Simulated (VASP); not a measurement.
A run of VASP 6.6.1:

INCAR

```
  PREC = Accurate
  ENCUT = 520
  EDIFF = 1E-7
  ISMEAR = 0
  SIGMA = 0.05
  LREAL = F
  LASPH = T
  NELM = 60
  ALGO = Normal
  ISIF = 2
  LWAVE = F
  LCHARG = F
  GGA = PE
  NBANDS = 18
```

The input KPOINTS:

```
regular mesh
0
Gamma
  8 8 8
```

POSCAR

```
ScTe2
1.0
    0.0000000000      3.6696551409      3.5627719815
    3.5627719815      0.0000000000      3.5627719815
    3.5627719815      3.6696551409      0.0000000000
Sc Te
1 2
Direct
    0.0000000000      0.0000000000      0.0000000000
    0.2500000000      0.2500000000      0.2500000000
    0.7500000000      0.7500000000      0.7500000000
```

Potentials or basis: VASP PAW PBE potentials, release 64 (Sc_sv, Te).

Command:

```console
$ cat potpaw_PBE.64/Sc_sv/POTCAR potpaw_PBE.64/Te/POTCAR > POTCAR
$ mpirun -np 1 vasp_std > vasp.out
```

Hardware: 1 thread of Intel(R) Xeon(R) 6975P-C (Granite Rapids) (shared host).

Q: How long does it take, and how much memory?

A: Wall time 50 s on 1 thread of Intel(R) Xeon(R) 6975P-C (Granite Rapids) (shared host), peak memory 0.29 GiB. Counts: scf iterations 15, k points 59.
